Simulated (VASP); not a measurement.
Write the native input for VASP 6.6.1 that does the following.

```yaml
Task: density of states
Functional: PBE
Potentials_or_basis: VASP PAW PBE potentials, release 64 (Hg)
Cutoff: 520 eV
k_mesh: 14 × 14 × 8
Occupations: fermi-dirac, width 0.05 eV
Spin: no spin polarisation
Dipole_correction: no
k_mesh_for_the_DOS: 21 × 21 × 12
Occupations_for_the_DOS: tetrahedron
Further_INCAR_settings: ALGO = Normal; EDIFF = 1e-06; NBANDS = 19
```

Hg:

```
Hg
1.0
     2.69744    0.00000    0.00000
    -1.34872    2.33605    0.00000
     0.00000    0.00000    4.46896
Hg
2
Direct
  0.33333 0.66667 0.25000
  0.66667 0.33333 0.75000
```

This cell differs from its parent crystal: volume scaled by 0.45.

One way to write it, as run:

POSCAR

```
Hg
1.0
    2.6974430330      0.0000000000      0.0000000000
   -1.3487215165      2.3360541919      0.0000000000
    0.0000000000      0.0000000000      4.4689626135
Hg
2
Direct
    0.3333333333      0.6666666667      0.2500000000
    0.6666666667      0.3333333333      0.7500000000
```

INCAR.step1

```
SYSTEM = Hg
ALGO = Normal ; EDIFF = 1E-6
ENCUT = 520 ; GGA = PE
ISIF = 2 ; ISMEAR = -1
LASPH = .TRUE. ; LCHARG = .TRUE.
LREAL = .FALSE. ; LWAVE = .FALSE.
NBANDS = 19 ; NELM = 100
PREC = Accurate ; SIGMA = 0.05
```

KPOINTS.step1

```
k-points
0
G
  14 14 8
  0 0 0
```

INCAR.step2

```
SYSTEM = Hg
ALGO = Normal ; EDIFF = 1E-6
ENCUT = 520 ; GGA = PE
ICHARG = 11 ; ISIF = 2
ISMEAR = -5 ; LASPH = .TRUE.
LCHARG = .FALSE. ; LORBIT = 11
LREAL = .FALSE. ; LWAVE = .FALSE.
NBANDS = 19 ; NEDOS = 1001
NELM = 100 ; PREC = Accurate
SIGMA = 0.05
```

KPOINTS.step2

```
k-points
0
G
  21 21 12
  0 0 0
```

Potentials or basis: VASP PAW PBE potentials, release 64 (Hg).

Run with:

```console
$ cat potpaw_PBE.64/Hg/POTCAR > POTCAR
$ cp INCAR.step1 INCAR
$ cp KPOINTS.step1 KPOINTS
$ mpirun -np 1 vasp_std > vasp.out
$ cp INCAR.step2 INCAR
$ cp KPOINTS.step2 KPOINTS
$ mpirun -np 1 vasp_std > vasp.out
```

Results of the run:

```json
{
  "Valence electrons inside the program's atomic spheres": "Hg 11.11"
}
```

Caveat: spin-orbit coupling is left out, which moves the levels of the heavy elements.

Wall time 110 s on 1 thread of Intel(R) Xeon(R) Platinum 8259CL CPU @ 2.50GHz (Skylake/Cascade Lake) (shared host), peak memory 0.26 GiB.
